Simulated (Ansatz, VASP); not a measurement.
One calculation of Ti, two programs

INCAR

```
ALGO = Normal
EDIFF = 1E-6
ENCUT = 520
ISIF = 2
ISMEAR = -1
LASPH = T
LCHARG = F
LREAL = F
LWAVE = F
NBANDS = 12
NELM = 80
PREC = Accurate
SIGMA = 0.1
```

File KPOINTS:

```
k-points
0
Gamma
  18 18 18
```

POSCAR

```
Ti
1.0
    0.0000000000      1.6888416160      1.6888416160
    1.6888416160      0.0000000000      1.6888416160
    1.6888416160      1.6888416160      0.0000000000
Ti
1
Direct
    0.0000000000      0.0000000000      0.0000000000
```

Input for Ansatz:

```yaml
crystal:
  lattice:
    - [0.0, 1.688841616, 1.688841616]
    - [1.688841616, 0.0, 1.688841616]
    - [1.688841616, 1.688841616, 0.0]
  atoms:
    - { symbol: Ti, position: [0.0, 0.0, 0.0] }
kpoints:
  mp_grid: { grid: [18, 18, 18] }
scf:
  occupations: { method: fermi_dirac, width: 0.1 }
hamiltonian:
  xc: lda
  pseudopotentials: { kind: all_electron, lapw: { basis_error: 0.001 } }
output:
  forces: true
  stress: true
  eigenvalues: true
  populations: true
```

Change from the starting cell: volume scaled by 0.6, LAPW.

Alike in both runs: task single point; functional LDA; k mesh 18 × 18 × 18; occupations fermi-dirac, width 0.1 eV; no spin polarisation.

```csv
,VASP,Ansatz
version,VASP 6.6.1,Ansatz 0.2.0
potentials or method,"VASP PAW LDA potentials, release 64 (Ti_sv), cutoff 520 eV","all-electron LAPW, scalar-relativistic"
```

|  | VASP | Ansatz | Ansatz less VASP |
| --- | --- | --- | --- |
| pressure (GPa) | 136.7 | 137.0 | +0.33 |

LDA's correlation is that of Perdew and Zunger in VASP and of Perdew and Wang (1992) in Ansatz. Both programs put the cell under a high pressure, so it lies far from rest at this level. Ansatz ran all-electron here, and VASP with PAW potentials.

Noted on VASP's run: the cell as given lies far from equilibrium.
